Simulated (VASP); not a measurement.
Here is a VASP 6.6.1 calculation.

The input INCAR:

```
SYSTEM = TaN
ALGO = Normal ; EDIFF = 1E-6
ENCUT = 520 ; GGA = PE
ISIF = 2 ; ISMEAR = 0
LASPH = .TRUE. ; LCHARG = .FALSE.
LREAL = .FALSE. ; LWAVE = .FALSE.
NBANDS = 33 ; NELM = 100
PREC = Accurate ; SIGMA = 0.012
```

File KPOINTS:

```
k-points
0
G
  6 6 9
  0 0 0
```

The input POSCAR:

```
TaN
1.0
    5.1960000000      0.0000000000      0.0000000000
   -2.5980000000      4.4998679981      0.0000000000
    0.0000000000      0.0000000000      2.9110000000
Ta N
3 3
Direct
    0.0000000000      0.0000000000      0.0000000000
    0.6666666667      0.3333333333      0.5000000000
    0.3333333333      0.6666666667      0.5000000000
    0.0000000000      0.3928500000      0.0000000000
    0.6071500000      0.6071500000      0.0000000000
    0.3928500000      0.0000000000      0.0000000000
```

Potentials or basis: VASP PAW PBE potentials, release 64 (Ta_pv, N).

Run with:

```bash
$ cat potpaw_PBE.64/Ta_pv/POTCAR potpaw_PBE.64/N/POTCAR > POTCAR
$ mpirun -np 1 vasp_std > vasp.out
```

Q: Predict the band gap on the k mesh.

A: Zero (band 24 reaches 10.07 eV, above the bottom of band 25 at 7.00 eV).

Q: Predict the pressure.

A: 5.7 GPa.

Stress tensor (GPa, compression positive):
```
5.70 0.00 0.00
0.00 5.70 0.00
0.00 0.00 5.60
```

Caveat: spin-orbit coupling is left out, which moves the levels of the heavy elements.
